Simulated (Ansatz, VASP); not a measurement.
**ZnMo3: VASP beside Ansatz**

File POSCAR:

```
ZnMo3
1.0
    3.9431540000      0.0000000000      0.0000000000
    0.0000000000      3.9431540000      0.0000000000
    0.0000000000      0.0000000000      3.9431540000
Mo Zn
3 1
Direct
    0.5000000000      0.5000000000      0.0000000000
    0.5000000000      0.0000000000      0.5000000000
    0.0000000000      0.5000000000      0.5000000000
    0.0000000000      0.0000000000      0.0000000000
```

Contents of INCAR.step1:

```
SYSTEM = ZnMo3
PREC = Accurate
ENCUT = 520
ISMEAR = -1
SIGMA = 0.05
LREAL = .False.
LASPH = .True.
NELM = 100
NBANDS = 35
GGA = PE
ALGO = Normal
EDIFF = 1E-4
LWAVE = .True.
LCHARG = .False.
```

File INCAR.step2:

```
SYSTEM = ZnMo3
PREC = Accurate
ENCUT = 520
EDIFF = 1E-7
ISMEAR = -1
SIGMA = 0.05
LREAL = .False.
LASPH = .True.
NELM = 100
ALGO = Normal
ISIF = 2
LWAVE = .False.
LCHARG = .False.
METAGGA = R2SCAN
LMIXTAU = .True.
NBANDS = 35
ISTART = 1
```

File KPOINTS:

```
Automatic mesh
0
Gamma
  4 4 4
  0 0 0
```

Contents of input.yaml:

```yaml
crystal:
  lattice:
    - [3.943154, 0.0, 0.0]
    - [0.0, 3.943154, 0.0]
    - [0.0, 0.0, 3.943154]
  atoms:
    - { symbol: Mo, position: [0.5, 0.5, 0.0] }
    - { symbol: Mo, position: [0.5, 0.0, 0.5] }
    - { symbol: Mo, position: [0.0, 0.5, 0.5] }
    - { symbol: Zn, position: [0.0, 0.0, 0.0] }
hamiltonian:
  xc: r2scan
  pseudopotentials: { kind: paw }
kpoints:
  mp_grid: { grid: [4, 4, 4] }
scf:
  occupations: { method: fermi_dirac, width: 0.05 }
  n_extra_bands: 10
output:
  forces: true
  stress: true
  eigenvalues: true
  dos: { projected: true, de: 0.05, nscf_kmesh: { grid: [6, 6, 6] } }
  write_density: true
  write_potential: true
  elf: true
  volumetric_format: npy
```

Alike in both runs: functional r2SCAN; k mesh 4 × 4 × 4; occupations fermi-dirac, width 0.05 eV; no spin polarisation.

|  | VASP | Ansatz |
| --- | --- | --- |
| version | VASP 6.6.1 | Ansatz 0.2.0 |
| potentials or method | VASP PAW PBE potentials, release 64 (Mo_sv, Zn) | Ansatz PAW |
| plane-wave cutoff (eV) | 520 | 500 |
| valence electrons in the cell | 54 | 54 |
| task | single point | projected density of states |

Ansatz gave:

```
gap on the k mesh at the Fermi level (eV) : none
pressure (GPa)                            : -4.6
```

Estimate VASP's values.

gap on the k mesh at the Fermi level (eV): none; pressure (GPa): -3.7.

VASP's potentials were made for PBE, not for r2SCAN. A gap of «none» marks a metal or a gap that the smearing closes.

The k mesh is coarse, so the values compare programs but aren't converged.
